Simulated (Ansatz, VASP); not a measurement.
## Two plane-wave programs on AlC

```
Al C
1.0
     5.34421    0.00000    0.00000
     0.00000    2.88605    0.00000
     0.00000    0.00000    5.06574
Al C
4 4
Direct
  0.00003 0.25000 0.24999
  0.49997 0.75000 0.74999
  0.50003 0.25000 0.25001
  0.99997 0.75000 0.75001
  0.25000 0.25000 0.91904
  0.25000 0.75000 0.41904
  0.75000 0.25000 0.58096
  0.75000 0.75000 0.08096
```

Alike in both runs: functional PBE; k mesh 4 × 6 × 4; occupations gaussian, width 0.1 eV; no spin polarisation.

Ansatz relaxed the structure, and its values are those at the end. VASP's run is a single point on that final structure, the one shown.

|  | VASP | Ansatz |
| --- | --- | --- |
| version | VASP 6.6.1 | Ansatz 0.2.0 |
| potentials or method | VASP PAW PBE potentials, release 64 (Al, C), cutoff 520 eV | scalar-relativistic, plane waves, PAW |
| valence electrons in the cell | 28 | 28 |

VASP gave:

```
gap on the k mesh at the Fermi level (eV) : none
pressure (GPa)                            : -0.1
```

Estimate Ansatz's values.

gap on the k mesh at the Fermi level (eV): none; pressure (GPa): 0.0.

A gap of «none» marks a metal or a gap that the smearing closes.

The k mesh is coarse, so the values compare programs but aren't converged.
